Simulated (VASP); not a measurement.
# CoO in VASP: a series of runs, part 2 of 2

VASP 6.6.1.

## 3. Single point, PBE, collinear spin, ferromagnetic start (equal xy, yz and zx shear strains of +1 %)

INCAR reads:

```
SYSTEM = CoO
PREC = Accurate
ENCUT = 520
EDIFF = 1E-6
ISMEAR = -1
SIGMA = 0.03
LREAL = .False.
LASPH = .True.
NELM = 150
ALGO = Normal
ISIF = 2
LWAVE = .False.
LCHARG = .False.
ISPIN = 2
MAGMOM = 2 0
LORBIT = 11
LMAXMIX = 4
GGA = PE
NBANDS = 18
```

KPOINTS reads:

```
regular mesh
0
Gamma
  13 13 15
  0 0 0
```

POSCAR reads:

```
CoO
1.0
   -1.4899239024      1.5109964019      2.1072499549
    1.5109964019     -1.4899239024      2.1072499549
    1.5050039039      1.5050039039     -2.0921699534
Co O
1 1
Direct
    0.0000000000      0.0000000000      0.0000000000
    0.5000000000      0.5000000000      0.0000000000
```

Potentials or basis: VASP PAW PBE potentials, release 64 (Co, O).

Started as:

```console
$ cat potpaw_PBE.64/Co/POTCAR potpaw_PBE.64/O/POTCAR > POTCAR
$ mpirun -np 1 vasp_std > vasp.out
```

OUTCAR:

```text
SYSTEM = CoO
   PREC = Accurate
   ENCUT = 520
   EDIFF = 1E-6
   ISMEAR = -1
   LREAL = .False.
   LASPH = .True.
   NELM = 150
   ISIF = 2
   ISPIN = 2
   LORBIT = 11
   GGA = PE

 ion  position               nearest neighbor table
   1  0.000  0.000  0.000-   2 2.11   2 2.11   2 2.12   2 2.12   2 2.14   2 2.14
   2  0.500  0.500  0.000-   1 2.11   1 2.11   1 2.12   1 2.12   1 2.14   1 2.14

  LATTYP: Found a base centered monoclinic cell.
 ALAT       =     4.2146052710
 B/A-ratio  =     1.0069607759
 C/A-ratio  =     0.7081330776
 COS(beta)  =    -0.6959514200

  Lattice vectors:

 A1 = (  -1.4899239024,   1.5109964019,   2.1072499549)
 A2 = (   1.5109964019,  -1.4899239024,   2.1072499549)
 A3 = (   1.5050039039,   1.5050039039,  -2.0921699534)

Analysis of symmetry for initial positions (statically):
=====================================================================
 Subroutine PRICEL returns:
 Original cell was already a primitive cell.

 Routine SETGRP: Setting up the symmetry group for a
 base centered monoclinic supercell.

 Subroutine GETGRP returns: Found  4 space group operations
 (whereof  4 operations were pure point group operations)
 out of a pool of  4 trial point group operations.

The static configuration has the point symmetry C_2h.

Analysis of symmetry for dynamics (positions and initial velocities):
=====================================================================
 Subroutine PRICEL returns:
 Original cell was already a primitive cell.

 Routine SETGRP: Setting up the symmetry group for a
 base centered monoclinic supercell.

 Subroutine GETGRP returns: Found  4 space group operations
 (whereof  4 operations were pure point group operations)
 out of a pool of  4 trial point group operations.

The dynamic configuration has the point symmetry C_2h.

Analysis of structural, dynamic, and magnetic symmetry:
=====================================================================
 Subroutine PRICEL returns:
 Original cell was already a primitive cell.

 Routine SETGRP: Setting up the symmetry group for a
[... 143 lines left out ...]
 number of electron      15.0000005 magnetization       2.9063217

 Free energy of the ion-electron system (eV)
  ---------------------------------------------------
  ext. energy  EPLUGINS =         0.00000000
  ---------------------------------------------------
  free energy    TOTEN  =       -13.05262384 eV

  energy without entropy =      -13.04067158  energy(sigma->0) =      -13.04664771

 E-fermi :   8.0210     XC(G=0): -12.4556

 val. band max:        8.0209530285   @ k =  -0.4615  -0.4615   0.3333
 cond. band min:       8.0213189862   @ k =  -0.3846   0.2308   0.0000
 fundamental gap:      0.0003659577
 Fermi energy:         8.0210485808

 spin component 1

 k-point     1 :       0.0000    0.0000    0.0000
  band No.  band energies     occupation
      1     -12.2429      1.00000
      2       4.7462      1.00000
      3       4.7491      1.00000
      4       4.8215      1.00000
      5       4.8367      1.00000
      6       4.8695      1.00000
[... 493 lines left out ...]
     17      35.2843      0.00000
     18      36.9452      0.00000

 [... further k-points ...]

 spin component 2

 k-point     1 :       0.0000    0.0000    0.0000
  band No.  band energies     occupation
      1     -11.7387      1.00000
      2       5.3745      1.00000
      3       5.4312      1.00000
      4       5.5027      1.00000
      5       6.8711      1.00000
      6       6.9098      1.00000
[... 493 lines left out ...]
     17      35.6402      0.00000
     18      37.5098      0.00000

 [... further k-points ...]
[... 5 lines left out ...]
  --------------------------------------------------------------------------------------
  -------------------------------------------------------------------------------------
  Total       -0.1096821     -0.1096821     -0.0643513     -0.0122070      0.0411313      0.0411250
  in kB       -9.1685360     -9.1685360     -5.3792469     -1.0204033      3.4382448      3.4377135
  external PRESSURE =      -7.9054397 kB  Pullay stress =       0.0000000 kB

 VOLUME and BASIS-vectors are now :
 -----------------------------------------------------------------------------
  energy-cutoff  :      520.00
  volume of cell :       19.17
      direct lattice vectors                 reciprocal lattice vectors
    -1.489923902  1.510996402  2.107249955    -0.002830196  0.330400913  0.235638222
     1.510996402 -1.489923902  2.107249955     0.330400913 -0.002830196  0.235638222
     1.505003904  1.505003904 -2.092169953     0.329931791  0.329931791 -0.003299318

 POSITION                                       TOTAL-FORCE (eV/Angst)
 -----------------------------------------------------------------------------------
      0.00000      0.00000      0.00000         0.000000     -0.000000      0.000000
      0.01054      0.01054      2.10725         0.000000      0.000000      0.000000
 -----------------------------------------------------------------------------------
    total drift:                               -0.000000      0.000000     -0.000000

  FREE ENERGIE OF THE ION-ELECTRON SYSTEM (eV)
  ---------------------------------------------------
  free  energy   TOTEN  =       -13.0526238358 eV

  energy  without entropy=      -13.0406715784  energy(sigma->0) =      -13.04664771

 total charge

# of ion       s       p       d       tot
------------------------------------------
    1        0.296   0.362   7.148   7.806
    2        1.556   3.428   0.000   4.984
--------------------------------------------------
tot          1.852   3.790   7.148  12.790

 magnetization (x)

# of ion       s       p       d       tot
------------------------------------------
    1        0.021   0.018   2.519   2.558
    2        0.029   0.271   0.000   0.300
--------------------------------------------------
tot          0.050   0.289   2.519   2.858
```

OSZICAR:

```text
N       E                     dE             d eps       ncg     rms          rms(c)
DAV:   1     0.779747781397E+02    0.77975E+02   -0.65857E+03 51296   0.961E+02
DAV:   2    -0.105671252739E+02   -0.88542E+02   -0.76504E+02 52056   0.222E+02
DAV:   3    -0.153873554646E+02   -0.48202E+01   -0.46472E+01 57360   0.550E+01
DAV:   4    -0.154365054236E+02   -0.49150E-01   -0.49105E-01 60622   0.533E+00
DAV:   5    -0.154376246321E+02   -0.11192E-02   -0.11190E-02 61398   0.801E-01    0.167E+01
DAV:   6    -0.143110286125E+02    0.11266E+01   -0.16436E+01 63696   0.603E+01    0.201E+01
DAV:   7    -0.131670077724E+02    0.11440E+01   -0.70962E+00 61814   0.472E+01    0.822E+00
DAV:   8    -0.130683963379E+02    0.98611E-01   -0.40809E-01 71370   0.987E+00    0.419E+00
DAV:   9    -0.130712380621E+02   -0.28417E-02   -0.25001E-01 73418   0.830E+00    0.281E+00
DAV:  10    -0.130548604183E+02    0.16378E-01   -0.79730E-02 72984   0.526E+00    0.733E-01
DAV:  11    -0.130517621418E+02    0.30983E-02   -0.24390E-02 68964   0.228E+00    0.350E-01
DAV:  12    -0.130526356347E+02   -0.87349E-03   -0.99373E-03 72756   0.975E-01    0.273E-01
DAV:  13    -0.130528927515E+02   -0.25712E-03   -0.81669E-04 67604   0.429E-01    0.243E-01
DAV:  14    -0.130528022103E+02    0.90541E-04   -0.10376E-04 70262   0.163E-01    0.195E-01
DAV:  15    -0.130526513756E+02    0.15083E-03   -0.20056E-04 65974   0.316E-01    0.978E-02
DAV:  16    -0.130526163958E+02    0.34980E-04   -0.18794E-04 76036   0.261E-01    0.360E-02
DAV:  17    -0.130526245367E+02   -0.81409E-05   -0.38226E-05 73500   0.623E-02    0.417E-02
DAV:  18    -0.130526238358E+02    0.70088E-06   -0.11762E-06 36596   0.170E-02
   1 F= -.13052624E+02 E0= -.13046648E+02  d E =-.119523E-01  mag=     2.9065
```

It took 3.1 min on 1 thread of Intel Xeon 6975P-C (Granite Rapids), shared host; peak memory 0.45 GiB.

Results:

| Property | Result |
| --- | --- |
| Free energy | -13.0526 eV |
| Pressure | -0.8 GPa |
| Net moment | 2.91 μB per cell |
| Site moments | Co +2.56; O +0.30 μB |
| Valence electrons inside the program's atomic spheres | Co 7.81; O 4.98 |

Levels at points of the mesh, in eV from the Fermi level:
Spin up:
```
           k point  band 6  band 7  band 8  band 9  band 10  band 11  band 12  band 13
(0.00, 0.00, 0.00)   -3.15   -3.09   -3.07   -2.98     1.05    16.89    18.00    18.21
```
Spin down:
```
           k point  band 4  band 5  band 6  band 7  band 8  band 9
(0.00, 0.00, 0.00)   -2.52   -1.15   -1.11   -1.09    0.03    0.06
```

Caveat: the cell differs from its parent crystal (equal xy, yz and zx shear strains of +1 %); a cell with one magnetic atom can't hold antiferromagnetic order, which such compounds often take; semilocal functionals often make such compounds metallic where correlation or magnetic order opens a gap, which also shifts bond lengths.

## 4. Single point, PBE, collinear spin, ferromagnetic start (zz strain of +2 %)

INCAR reads:

```
SYSTEM = CoO
  PREC = Accurate
  ENCUT = 600
  EDIFF = 1E-6
  ISMEAR = -1
  SIGMA = 0.03
  LREAL = .FALSE.
  LASPH = .TRUE.
  NELM = 200
  ALGO = Normal
  ISIF = 2
  LWAVE = .FALSE.
  LCHARG = .FALSE.
  ISPIN = 2
  MAGMOM = 2 0
  LORBIT = 11
  LMAXMIX = 4
  GGA = PE
  NBANDS = 18
  ISYM = 0
  GGA_COMPAT = .FALSE.
  KPAR = 4
```

KPOINTS reads:

```
Automatic mesh
0
G
  13 13 15
  0 0 0
```

POSCAR reads:

```
CoO
1.0
   -1.5080001529      1.5080001529      2.1493949540
    1.5080001529     -1.5080001529      2.1493949540
    1.5080001529      1.5080001529     -2.1493949540
Co O
1 1
Direct
    0.0000000000      0.0000000000      0.0000000000
    0.5000000000      0.5000000000      0.0000000000
```

Started as:

```console
$ cat potpaw_PBE.64/Co/POTCAR potpaw_PBE.64/O/POTCAR > POTCAR
$ mpirun -np 4 vasp_std > vasp.out
```

Wall time 3.7 min (4 MPI ranks of Intel Xeon Platinum 8259CL at 2.50GHz (Skylake/Cascade Lake), shared host); peak memory 0.83 GiB.

Results (log left out):

| Item | Value |
| --- | --- |
| Free energy | -13.0493 eV |
| Pressure | -4.0 GPa |
| Net moment | 2.95 μB per cell |
| Site moments | Co +2.59; O +0.31 μB |
| Valence electrons inside the program's atomic spheres | Co 7.77; O 4.97 |

Levels at points of the mesh, in eV from the Fermi level:
Spin up:
```tsv
k point	band 7	band 8	band 9	band 10	band 11	band 12
(0.00, 0.00, 0.00)	-3.04	-3.04	-3.04	0.95	16.83	18.03
```
Spin down:
```tsv
k point	band 2	band 3	band 4	band 5	band 6	band 7	band 8	band 9	band 10	band 11
(0.00, 0.00, 0.00)	-2.49	-2.49	-2.45	-1.09	-1.07	-1.06	0.07	0.09	1.49	16.74
```

Caveat: the cell differs from its parent crystal (zz strain of +2 %); the cell stands under tension; a cell with one magnetic atom can't hold antiferromagnetic order, which such compounds often take; semilocal functionals often make such compounds metallic where correlation or magnetic order opens a gap, which also shifts bond lengths.

## 5. The runs side by side

| cell | cutoff (eV) | gap on the mesh (eV) | pressure (GPa) | moment (μB) |
| --- | --- | --- | --- | --- |
| a = 3.043 Å, angles 120.6, 120.6, 89.0°, 2 atoms | 600 | none | -5.6 | 2.96 |
| a = 2.991, b = 2.991, c = 2.985 Å, angles 119.4, 119.4, 90.4°, 2 atoms | 520 | none | -0.8 | 2.91 |
| a = 3.028 Å, angles 120.3, 120.3, 89.6°, 2 atoms | 600 | none | -4.0 | 2.95 |

Alike in all rows: task single point; level PBE; potentials or basis VASP PAW PBE potentials, release 64 (Co, O); spin collinear, ferromagnetic start; k mesh 13 × 13 × 15; smearing fermi-dirac 0.03 eV.

Caveats: a cell with one magnetic atom can't hold antiferromagnetic order, which such compounds often take; semilocal functionals often make such compounds metallic where correlation or magnetic order opens a gap, which also shifts bond lengths; the cell stands under tension (at least some runs).

Absolute energies hang on the potentials; compare differences alone.
